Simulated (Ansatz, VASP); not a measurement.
**Mo in VASP and in Ansatz**

File POSCAR:

```
Mo
1.0
   -1.5764210372      1.5764210372      1.5764210372
    1.5764210372     -1.5764210372      1.5764210372
    1.5764210372      1.5764210372     -1.5764210372
Mo
1
Direct
    0.0000000000      0.0000000000      0.0000000000
```

INCAR.step1

```
SYSTEM = Mo
ALGO = Normal ; EDIFF = 1E-4
ENCUT = 520 ; GGA = PE
ISMEAR = 1 ; LASPH = .True.
LCHARG = .False. ; LREAL = .False.
LWAVE = .True. ; NBANDS = 13
NELM = 100 ; PREC = Accurate
SIGMA = 0.1
```

Contents of INCAR.step2:

```
SYSTEM = Mo
ALGO = Normal ; EDIFF = 1E-7
ENCUT = 520 ; ISIF = 2
ISMEAR = 1 ; ISTART = 1
LASPH = .True. ; LCHARG = .True.
LELF = .True. ; LMIXTAU = .True.
LREAL = .False. ; LVHAR = .True.
LWAVE = .False. ; METAGGA = R2SCAN
NBANDS = 13 ; NELM = 100
PREC = Accurate ; SIGMA = 0.1
```

Contents of KPOINTS:

```
k-points
0
Gamma
  14 14 14
  0 0 0
```

Input for Ansatz:

```yaml
crystal:
  lattice:
    - [-1.5764210372, 1.5764210372, 1.5764210372]
    - [1.5764210372, -1.5764210372, 1.5764210372]
    - [1.5764210372, 1.5764210372, -1.5764210372]
  atoms:
    - { symbol: Mo, position: [0.0, 0.0, 0.0] }
hamiltonian:
  xc: r2scan
  pseudopotentials:
    kind: paw
    azcp:
      Mo: "pseudopotentials/Mo.paw.azcp"
basis:
  ecutwfc: 500
  fft_grid_basis: typed
kpoints:
  mp_grid: { grid: [14, 14, 14], shift: [0, 0, 0] }
magnetization:
  spin_polarized: false
scf:
  occupations: { method: cold, width: 0.1 }
  lower_state_search: "off"
output:
  stress: true
```

Alike in both runs: task single point; functional r2SCAN; k mesh 14 × 14 × 14; no spin polarisation.

|  | VASP | Ansatz |
| --- | --- | --- |
| version | VASP 6.6.1 | Ansatz 0.2.0 |
| potentials or method | VASP PAW PBE potentials, release 64 (Mo_sv), cutoff 520 eV | plane waves (500 eV) with PAW, scalar-relativistic |
| occupations | methfessel-paxton of order 1, width 0.1 eV | cold, width 0.1 eV |
| valence electrons in the cell | 14 | 14 |

|  | VASP | Ansatz | Ansatz less VASP |
| --- | --- | --- | --- |
| pressure (GPa) | 1.3 | 0.2 | -1.12 |

VASP's potentials were made for PBE, not for r2SCAN.
